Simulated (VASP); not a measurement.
Here is a VASP 6.6.1 calculation.

The input INCAR:

```
PREC = Accurate
ENCUT = 520
EDIFF = 1E-7
ISMEAR = -1
SIGMA = 0.1
LREAL = False
LASPH = True
NELM = 60
ALGO = Normal
ISIF = 2
LWAVE = False
LCHARG = False
GGA = PE
NBANDS = 11
```

Contents of KPOINTS:

```
regular mesh
0
Gamma
  12 12 12
```

File POSCAR:

```
Sr
1.0
    0.0000000000      3.0100000000      3.0100000000
    3.0100000000      0.0000000000      3.0100000000
    3.0100000000      3.0100000000      0.0000000000
Sr
1
Direct
    0.0000000000      0.0000000000      0.0000000000
```

Potentials or basis: VASP PAW PBE potentials, release 64 (Sr_sv).

Run with:

```console
$ cat potpaw_PBE.64/Sr_sv/POTCAR > POTCAR
$ mpirun -np 1 vasp_std > vasp.out
```

Task: Estimate the pressure.

Result: 0.1 GPa.

Task: Estimate the band gap on the k mesh.

Result: Zero (band 5 reaches 1.67 eV, above the bottom of band 6 at 1.62 eV).
